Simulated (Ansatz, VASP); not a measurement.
SrCl2: VASP beside Ansatz

POSCAR

```
SrCl2
1.0
    0.0000000000      3.4976509443      3.4976509443
    3.4976509443      0.0000000000      3.4976509443
    3.4976509443      3.4976509443      0.0000000000
Sr Cl
1 2
Direct
    0.0000000000      0.0000000000      0.0000000000
    0.2500000000      0.2500000000      0.2500000000
    0.7500000000      0.7500000000      0.7500000000
```

Contents of INCAR.step1:

```
ALGO = Normal ; EDIFF = 1E-5
ENCUT = 520 ; GGA = PE
ISIF = 2 ; ISMEAR = 0
LASPH = True ; LREAL = False
LWAVE = True ; NBANDS = 19
NELM = 80 ; PREC = Accurate
SIGMA = 0.01
```

File INCAR.step2:

```
AEXX = 0.3 ; ALGO = Normal
EDIFF = 1E-6 ; ENCUT = 520
GGA = PE ; ISIF = 2
ISMEAR = 0 ; ISTART = 1
LASPH = True ; LCHARG = True
LELF = True ; LHFCALC = True
LREAL = False ; LVHAR = True
LWAVE = False ; NBANDS = 19
NELM = 80 ; PREC = Accurate
PRECFOCK = Normal ; SIGMA = 0.01
```

File KPOINTS:

```
k-points
0
Gamma
  4 4 4
```

Input for Ansatz:

```yaml
crystal:
  lattice:
    - [0.0, 3.4976509443, 3.4976509443]
    - [3.4976509443, 0.0, 3.4976509443]
    - [3.4976509443, 3.4976509443, 0.0]
  atoms:
    - { symbol: Sr, position: [0.0, 0.0, 0.0] }
    - { symbol: Cl, position: [0.25, 0.25, 0.25] }
    - { symbol: Cl, position: [0.75, 0.75, 0.75] }
kpoints:
  mp_grid: { grid: [4, 4, 4] }
hamiltonian:
  xc: { exchange: pbe, correlation: pbe, exx: { coeff: 0.3 } }
scf:
  occupations: { method: fixed }
  n_extra_bands: 4
output:
  forces: true
  stress: true
  eigenvalues: true
```

Alike in both runs: task single point; functional PBE-based global hybrid; k mesh 4 × 4 × 4; no spin polarisation.

|  | VASP | Ansatz |
| --- | --- | --- |
| version | VASP 6.6.1 | Ansatz 0.2.0 |
| potentials or method | VASP PAW PBE potentials, release 64 (Sr_sv, Cl) | plane waves |
| plane-wave cutoff (eV) | 520 | 420 |
| occupations | gaussian, width 0.01 eV | fixed |
| valence electrons in the cell | 24 | 24 |

|  | VASP | Ansatz | Ansatz less VASP |
| --- | --- | --- | --- |
| gap on the k mesh at the Fermi level (eV) | 7.73 | 7.72 | -0.007 |
| pressure (GPa) | 0.0 | 0.0 | -0.02 |

VASP's potentials were made for PBE, not for PBE-based global hybrid. Ansatz's warnings: stress exchange threshold loose, stress scf threshold loose.
